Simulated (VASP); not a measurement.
Here is a VASP 6.6.1 calculation.

File INCAR:

```
PREC = Accurate
ENCUT = 520
EDIFF = 1E-7
ISMEAR = 0
SIGMA = 0.1
LREAL = F
LASPH = T
NELM = 60
ALGO = Normal
ISIF = 2
LWAVE = F
LCHARG = F
GGA = PE
NBANDS = 31
```

File KPOINTS:

```
regular mesh
0
Gamma
  12 12 2
```

POSCAR

```
Si4C
1.0
    2.8708249718      0.0000000000      0.0000000000
   -1.4354124859      2.4862073554      0.0000000000
    0.0000000000      0.0000000000     21.9699245441
Si C
8 2
Direct
    0.3333333333      0.6666666667      0.8561281018
    0.3333333333      0.6666666667      0.0515904651
    0.3333333333      0.6666666667      0.2406488979
    0.3333333333      0.6666666667      0.3509785432
    0.6666666667      0.3333333333      0.7593511021
    0.6666666667      0.3333333333      0.9484095349
    0.6666666667      0.3333333333      0.1438718982
    0.6666666667      0.3333333333      0.6490214568
    0.3333333333      0.6666666667      0.7083585862
    0.6666666667      0.3333333333      0.2916414138
```

Potentials or basis: VASP PAW PBE potentials, release 64 (Si, C).

The run is started by

```sh
$ cat potpaw_PBE.64/Si/POTCAR potpaw_PBE.64/C/POTCAR > POTCAR
$ mpirun -np 1 vasp_std > vasp.out
```

Task: What does it give for the band gap on the k mesh?

Result: Zero (band 20 reaches 12.58 eV, above the bottom of band 21 at 5.63 eV).

Task: Estimate the largest force.

Result: 0.026 eV/Å.

Forces in eV/Å, atoms in the order of the input:
```
Si   0.000  0.000  0.003
Si   0.000  0.000  0.004
Si   0.000  0.000  0.024
Si   0.000  0.000 -0.026
Si   0.000  0.000 -0.024
Si   0.000  0.000 -0.004
Si   0.000  0.000 -0.003
Si   0.000  0.000  0.026
C    0.000  0.000 -0.004
C    0.000  0.000  0.004
```
